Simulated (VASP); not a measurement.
Write the native input for VASP 6.6.1 that does the following.

* Task: single point
* Functional: PBEsol
* Potentials or basis: VASP PAW PBE potentials, release 64 (Ge_d, Fe)
* Cutoff: 520 eV
* k mesh: 6 × 6 × 7
* Occupations: fermi-dirac, width 0.05 eV
* Spin: collinear spin, ferromagnetic start
* Starting moments: [0.0, 0.0, 0.0, 3.0, 3.0, 3.0] μB
* Dipole correction: no
* Further INCAR settings: ALGO = Normal; EDIFF = 1e-07; NBANDS = 46

The structure of FeGe lies in POSCAR:

```
FeGe
1.0
    4.8805175365      0.0000000000      0.0000000000
   -2.4402587682      4.2266521702      0.0000000000
    0.0000000000      0.0000000000      3.9652758757
Ge Fe
3 3
Direct
    0.6666666667      0.3333333333      0.5000000000
    0.3333333333      0.6666666667      0.5000000000
    0.0000000000      0.0000000000      0.0000000000
    0.0000000000      0.5000000000      0.0000000000
    0.5000000000      0.5000000000      0.0000000000
    0.5000000000      0.0000000000      0.0000000000
```

These files were run (other wordings do the same):

INCAR

```
PREC = Accurate
ENCUT = 520
EDIFF = 1E-7
ISMEAR = -1
SIGMA = 0.05
LREAL = F
LASPH = T
NELM = 150
ALGO = Normal
ISIF = 2
LWAVE = F
LCHARG = T
ISPIN = 2
MAGMOM = 0 0 0 3 3 3
LORBIT = 11
LMAXMIX = 4
GGA = PS
LELF = T
LVHAR = T
NBANDS = 46
```

KPOINTS

```
regular mesh
0
Gamma
  6 6 7
```

Potentials or basis: VASP PAW PBE potentials, release 64 (Ge_d, Fe).

Run with:

```sh
$ cat potpaw_PBE.64/Ge_d/POTCAR potpaw_PBE.64/Fe/POTCAR > POTCAR
$ mpirun -np 1 vasp_std > vasp.out
```

Results of the run:

```json
{
  "Pressure": "2.1 GPa",
  "Net moment": "3.83 μB per cell",
  "Site moments": "Ge -0.05, -0.07 (each value once); Fe +1.34 μB",
  "Valence electrons inside the program's atomic spheres": "Ge 12.47, 12.40 (each value once); Fe 7.57"
}
```

Caveat: the PAW data sets were made with another functional, which shifts forces and pressure a little.

Wall time 5.9 min on 1 thread of Oxide Virtual Turin-like Processor, with other jobs on the host, peak memory 0.28 GiB.
